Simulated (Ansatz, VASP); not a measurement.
## InBiO: VASP beside Ansatz

```
CELL_PARAMETERS angstrom
3.63590 0.00000 0.00000
-1.81795 3.14878 0.00000
0.00000 0.00000 11.83683
ATOMIC_POSITIONS crystal
In 0.66667 0.33333 0.25000
In 0.33333 0.66667 0.75000
Bi 0.00000 0.00000 0.00000
Bi 0.00000 0.00000 0.50000
O 0.66667 0.33333 0.75000
O 0.33333 0.66667 0.25000
```

Change from the starting cell: species swapped into the NdZnIn type (P6_3/mmc, No. 194).

Alike in both runs: functional PBE; k mesh 6 × 6 × 2; occupations gaussian, width 0.1 eV; no spin polarisation.

Ansatz relaxed the structure, and its values are those at the end. VASP's run is a single point on that final structure, the one shown.

```csv
,VASP,Ansatz
version,VASP 6.6.1,Ansatz 0.2.0
potentials or method,"VASP PAW PBE potentials, release 64 (In_d, Bi_d, O), cutoff 520 eV","scalar-relativistic, plane waves, PAW"
valence electrons in the cell,68,68
```

```tsv
	VASP	Ansatz	Ansatz less VASP
gap on the k mesh at the Fermi level (eV)	none	none	-
pressure (GPa)	0.3	0.2	-0.12
```

A gap of «none» marks a metal or a gap that the smearing closes.

Spin-orbit coupling is off throughout.
